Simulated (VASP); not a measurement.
NiO, 2 atoms in the cell. The structure is tetragonal, space group I4/mmm (No. 139). The conventional cell has a = 2.963 Å, b = 2.963 Å, c = 4.148 Å, α = 90.00°, β = 90.00°, γ = 90.00°. Ni (site symmetry 4/mmm) has 6 O at 2.07 to 2.10 Å within 2.7 Å. O (site symmetry 4/mmm) has 6 Ni at 2.07 to 2.10 Å within 2.7 Å.  This cell differs from its parent crystal: z stretched by -1 %, then relaxed in part.

```yaml
Program: VASP 6.6.1
Task: single point
Functional: PBE
Potentials_or_basis: VASP PAW PBE potentials, release 64 (Ni, O)
Cutoff: 520 eV
k_mesh: 19 × 19 × 19
Occupations: fermi-dirac, width 0.05 eV
Spin: collinear spin, ferromagnetic start
Starting_moments: "[2.0, 0.0] μB"
Dipole_correction: no
Further_INCAR_settings: ALGO = Normal; EDIFF = 1e-07; NBANDS = 19
```

Potentials or basis: VASP PAW PBE potentials, release 64 (Ni, O).

The run is started by

```sh
$ cat potpaw_PBE.64/Ni/POTCAR potpaw_PBE.64/O/POTCAR > POTCAR
$ mpirun -np 1 vasp_std > vasp.out
```

Hardware: 1 thread of Intel Xeon 8259CL (shared host).

**Question.** Estimate the wall time of this run.

**Answer.** Wall time 7.9 min on 1 thread of Intel Xeon 8259CL (shared host), peak memory 0.4 GiB. Counts: scf iterations 15, k points 550.
